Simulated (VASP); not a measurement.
# CoGe3 (Pm-3m) in VASP: notebook, part 3 of 3

VASP 6.6.1.

### 5 Single point, r2SCAN

This run uses another cell than the first one, of 15.13 Å³/atom, 0.996 times its volume.

POSCAR

```
CoGe3
1.0
    3.9257872121      0.0000000000      0.0000000000
    0.0000000000      3.9257872121      0.0000000000
    0.0000000000      0.0000000000      3.9257872121
Ge Co
3 1
Direct
    0.0000000000      0.5000000000      0.5000000000
    0.5000000000      0.0000000000      0.5000000000
    0.5000000000      0.5000000000      0.0000000000
    0.0000000000      0.0000000000      0.0000000000
```

INCAR.step1

```
  ALGO = Normal
  EDIFF = 1E-4
  ENCUT = 520
  GGA = PE
  ISMEAR = 0
  LASPH = T
  LCHARG = F
  LREAL = F
  LWAVE = T
  NBANDS = 34
  NELM = 60
  PREC = Accurate
  SIGMA = 0.1
```

INCAR.step2

```
  ALGO = Normal
  EDIFF = 1E-6
  ENCUT = 520
  ISIF = 2
  ISMEAR = 0
  ISTART = 1
  LASPH = T
  LCHARG = F
  LMIXTAU = T
  LREAL = F
  LWAVE = F
  METAGGA = R2SCAN
  NBANDS = 34
  NELM = 60
  PREC = Accurate
  SIGMA = 0.1
```

KPOINTS

```
k-points
0
Gamma
  10 10 10
```

Potentials or basis: VASP PAW PBE potentials, release 64 (Ge_d, Co).

On the command line:

```console
$ cat potpaw_PBE.64/Ge_d/POTCAR potpaw_PBE.64/Co/POTCAR > POTCAR
$ cp INCAR.step1 INCAR
$ mpirun -np 1 vasp_std > vasp.out
$ cp INCAR.step2 INCAR
$ mpirun -np 1 vasp_std > vasp.out
```

OUTCAR:

```text
EDIFF = 1E-6
   ENCUT = 520
   ISIF = 2
   ISMEAR = 0
   ISTART = 1
   LASPH = T
   LREAL = F
   METAGGA = R2SCAN
   NELM = 60
   PREC = Accurate

 ion  position               nearest neighbor table
   1  0.000  0.500  0.500-   2 2.78   3 2.78   4 2.78   3 2.78   4 2.78   2 2.78   4 2.78   4 2.78
                             2 2.78   3 2.78   3 2.78   2 2.78
   2  0.500  0.000  0.500-   1 2.78   3 2.78   4 2.78   3 2.78   4 2.78   1 2.78   3 2.78   3 2.78
                             1 2.78   4 2.78   4 2.78   1 2.78
   3  0.500  0.500  0.000-   1 2.78   2 2.78   4 2.78   1 2.78   2 2.78   2 2.78   4 2.78   2 2.78
                             1 2.78   4 2.78   1 2.78   4 2.78
   4  0.000  0.000  0.000-   1 2.78   2 2.78   3 2.78   1 2.78   2 2.78   1 2.78   3 2.78   1 2.78
                             2 2.78   3 2.78   2 2.78   3 2.78

  LATTYP: Found a simple cubic cell.
 ALAT       =     3.9257872121

  Lattice vectors:

 A1 = (   3.9257872121,   0.0000000000,   0.0000000000)
 A2 = (   0.0000000000,   3.9257872121,   0.0000000000)
 A3 = (   0.0000000000,   0.0000000000,   3.9257872121)

Analysis of symmetry for initial positions (statically):
=====================================================================
 Subroutine PRICEL returns:
 Original cell was already a primitive cell.

 Routine SETGRP: Setting up the symmetry group for a
 simple cubic supercell.

 Subroutine GETGRP returns: Found 48 space group operations
 (whereof 48 operations were pure point group operations)
 out of a pool of 48 trial point group operations.

The static configuration has the point symmetry O_h .

Analysis of symmetry for dynamics (positions and initial velocities):
=====================================================================
 Subroutine PRICEL returns:
 Original cell was already a primitive cell.

 Routine SETGRP: Setting up the symmetry group for a
 simple cubic supercell.

 Subroutine GETGRP returns: Found 48 space group operations
 (whereof 48 operations were pure point group operations)
 out of a pool of 48 trial point group operations.

The dynamic configuration has the point symmetry O_h .

 Subroutine INISYM returns: Found 48 space group operations
 (whereof 48 operations are pure point group operations),
 and found     1 'primitive' translations

----------------------------------------------------------------------------------------

                                     Primitive cell

  volume of cell :      60.5035

  direct lattice vectors                    reciprocal lattice vectors
     3.925787212  0.000000000  0.000000000     0.254725981  0.000000000  0.000000000
     0.000000000  3.925787212  0.000000000     0.000000000  0.254725981  0.000000000
     0.000000000  0.000000000  3.925787212     0.000000000  0.000000000  0.254725981

  length of vectors
     3.925787212  3.925787212  3.925787212     0.254725981  0.254725981  0.254725981

  position of ions in fractional coordinates (direct lattice)
     0.000000000  0.500000000  0.500000000
     0.500000000  0.000000000  0.500000000
     0.500000000  0.500000000  0.000000000
     0.000000000  0.000000000  0.000000000

  ion indices of the primitive-cell ions
   primitive index   ion index
                 1           1
                 2           2
                 3           3
                 4           4

----------------------------------------------------------------------------------------

 KPOINTS: k-points

Automatic generation of k-mesh.
 Grid dimensions read from file:
 generate k-points for:   10   10   10

 Generating k-lattice:

  Cartesian coordinates                     Fractional coordinates (reciprocal lattice)
     0.025472598  0.000000000  0.000000000     0.100000000  0.000000000  0.000000000
     0.000000000  0.025472598  0.000000000     0.000000000  0.100000000  0.000000000
     0.000000000  0.000000000  0.025472598     0.000000000  0.000000000  0.100000000

  Length of vectors
     0.025472598  0.025472598  0.025472598

  Shift w.r.t. Gamma in fractional coordinates (k-lattice)
     0.000000000  0.000000000  0.000000000

 Subroutine IBZKPT returns following result:
 ===========================================

 Found     56 irreducible k-points:

 Following reciprocal coordinates:
            Coordinates               Weight
  0.000000  0.000000  0.000000      1.000000
  0.100000  0.000000  0.000000      6.000000
  0.200000  0.000000  0.000000      6.000000
  0.300000  0.000000  0.000000      6.000000
  0.400000  0.000000  0.000000      6.000000
  0.500000  0.000000  0.000000      3.000000
[... 16 lines left out ...]
  0.200000  0.100000  0.100000     24.000000
  0.300000  0.100000  0.100000     24.000000
 [... further k-points ...]
   k-points           NKPTS =     56   k-points in BZ     NKDIM =     56   number of bands    NBANDS=     34
   number of dos      NEDOS =    301   number of ions     NIONS =      4
   total plane-waves  NPLWV =  27000
   dimension x,y,z NGX =    30 NGY =   30 NGZ =   30
   dimension x,y,z NGXF=    60 NGYF=   60 NGZF=   60
   ions per type =               3   1
   NGX,Y,Z   is equivalent  to a cutoff of  12.70, 12.70, 12.70 a.u.
   NGXF,Y,Z  is equivalent  to a cutoff of  25.41, 25.41, 25.41 a.u.
 SYSTEM =  unknown system
   PREC   = accura    normal or accurate (medium, high low for compatibility)
   ISTART =      1    job   : 0-new  1-cont  2-samecut
   ICHARG =      0    charge: 1-file 2-atom 10-const
   ISPIN  =      1    spin polarized calculation?
   LNONCOLLINEAR =      F non collinear calculations
   LSORBIT =      F    spin-orbit coupling
   LASPH  =      T    aspherical Exc in radial PAW
   ENCUT  =  520.0 eV  38.22 Ry    6.18 a.u.   7.30  7.30  7.30*2*pi/ulx,y,z
   NELM   =     60;   NELMIN=  2; NELMDL=  0     # of ELM steps
   EDIFF  = 0.1E-05   stopping-criterion for ELM
   LREAL  =      F    real-space projection
   EDIFFG = 0.1E-04   stopping-criterion for IOM
   NSW    =      0    number of steps for IOM
   IBRION =     -1    ionic relax: 0-MD 1-quasi-New 2-CG
   NFREE  =      0    steps in history (QN), initial steepest desc. (CG)
   ISIF   =      2    stress and relaxation
   ISYM   =      2    0-nonsym 1-usesym 2-fastsym
   POTIM  = 0.5000    time-step for ionic-motion
   TEBEG  =    0.0;   TEEND  =   0.0 temperature during run
   PSTRESS=    0.0 pullay stress
   NELECT =      51.0000    total number of electrons
   NUPDOWN=      -1.0000    fix difference up-down
   EMIN   =  10.00;   EMAX   =-10.00  energy-range for DOS
   EFERMI =   0.00;   METHOD = LEGACY
   ISMEAR =     0;   SIGMA  =   0.10  broadening in eV -4-tet -1-fermi 0-gaus
   EFERMI_NEDOS =   21; number of points for ismear=-14 and -15
   IALGO  =     38    algorithm
   IMIX   =      4    mixing-type and parameters
     AMIX     =   0.40;   BMIX     =  1.00
     AMIX_MAG =   1.60;   BMIX_MAG =  1.00
  volume/ion in A,a.u.               =      15.13       102.07
  Fermi-wavevector in a.u.,A,eV,Ry     =   1.546458  2.922382 32.538774  2.391532
  Thomas-Fermi vector in A             =   2.651691
   LORBIT       =      0    0 simple, 1 ext, 2 COOP (PROOUT), +10 PAW based schemes
   METAGGA = R2SCAN    functional components
   LHFCALC =     F    Hartree Fock is set to
   AEXX    =    0.0000 exact exchange contribution
   IVDW    =     0    specifies the selected vdW correction
   LEPSILON=     F    determine dielectric tensor
   LRPA    =     F    only Hartree local field effects (RPA)
 non-spin polarized calculation
 Gauss-broadening in eV      SIGMA  =   0.10
  energy-cutoff  :      520.00
  volume of cell :       60.50
 maximum number of plane-waves:      1654
 NGX is ok and might be reduce to    30
   NGX = 15   NGY = 15   NGZ = 15

 number of electron      51.0000076 magnetization

 Free energy of the ion-electron system (eV)
  ---------------------------------------------------
  ext. energy  EPLUGINS =         0.00000000
  ---------------------------------------------------
  free energy    TOTEN  =       -52.22534486 eV

  energy without entropy =      -52.21172958  energy(sigma->0) =      -52.21853722

 E-fermi :   8.6016     XC(G=0): -13.4569

 val. band max:        8.6004133791   @ k =   0.2000   0.0000   0.0000
 cond. band min:       8.6297641013   @ k =   0.4000   0.4000   0.0000
 fundamental gap:      0.0293507221
 Fermi energy:         8.6016020781

 k-point     1 :       0.0000    0.0000    0.0000
  band No.  band energies     occupation
      1     -17.1480      2.00000
      2     -17.1471      2.00000
      3     -17.1471      2.00000
      4     -17.1471      2.00000
      5     -17.0154      2.00000
      6     -17.0154      2.00000
[... 877 lines left out ...]
     33      14.9703      0.00000
     34      17.9958      0.00000

 [... further k-points ...]
[... 5 lines left out ...]
  --------------------------------------------------------------------------------------
  -------------------------------------------------------------------------------------
  Total        0.5219681      0.5219681      0.5219681      0.0000000     -0.0000000      0.0000000
  in kB       13.8221073     13.8221073     13.8221073      0.0000000     -0.0000000      0.0000000
  external PRESSURE =      13.8221073 kB  Pullay stress =       0.0000000 kB

 VOLUME and BASIS-vectors are now :
 -----------------------------------------------------------------------------
  energy-cutoff  :      520.00
  volume of cell :       60.50
      direct lattice vectors                 reciprocal lattice vectors
     3.925787212  0.000000000  0.000000000     0.254725981  0.000000000  0.000000000
     0.000000000  3.925787212  0.000000000     0.000000000  0.254725981  0.000000000
     0.000000000  0.000000000  3.925787212     0.000000000  0.000000000  0.254725981

 POSITION                                       TOTAL-FORCE (eV/Angst)
 -----------------------------------------------------------------------------------
      0.00000      1.96289      1.96289         0.000000      0.000000      0.000000
      1.96289      0.00000      1.96289         0.000000      0.000000      0.000000
      1.96289      1.96289      0.00000         0.000000      0.000000      0.000000
      0.00000      0.00000      0.00000         0.000000      0.000000      0.000000
 -----------------------------------------------------------------------------------
    total drift:                                0.000000      0.000000     -0.000000

  FREE ENERGIE OF THE ION-ELECTRON SYSTEM (eV)
  ---------------------------------------------------
  free  energy   TOTEN  =       -52.2253448551 eV

  energy  without entropy=      -52.2117295784  energy(sigma->0) =      -52.21853722
```

Wall time 3.1 min (1 thread of Intel Xeon 6975P-C (Granite Rapids), shared host); peak memory 0.23 GiB.

What came out:

| Item | Value |
| --- | --- |
| Free energy | -52.2253 eV |
| Pressure | 1.4 GPa |

Caveat: the PAW data sets were made with another functional, which shifts forces and pressure a little. Spin polarisation is off, so any magnetic state and its effect on volume and gap are missing.

### 6 The runs side by side

| task | level | cell | k mesh | cutoff (eV) | gap on the mesh (eV) | pressure (GPa) |
| --- | --- | --- | --- | --- | --- | --- |
| single point | PBEsol | a = 3.931 Å, 4 atoms | 6 × 6 × 6 | 520 | none | 0.3 |
| single point | PBEsol | a = 3.926 Å, 4 atoms | 10 × 10 × 10 | 520 | none | 0.2 |
| relaxation of cell and atoms | PBEsol | relaxed from a = 3.828 Å, 4 atoms | 6 × 6 × 6 | 600 | none | -0.1 |
| single point | r2SCAN | a = 3.926 Å, 4 atoms | 10 × 10 × 10 | 520 | none | 1.4 |

Alike in all rows: potentials or basis VASP PAW PBE potentials, release 64 (Ge_d, Co); no spin polarisation; smearing gaussian 0.1 eV.

Caveats: the PAW data sets were made with another functional, which shifts forces and pressure a little.

Absolute energies hang on the potentials; compare differences alone.
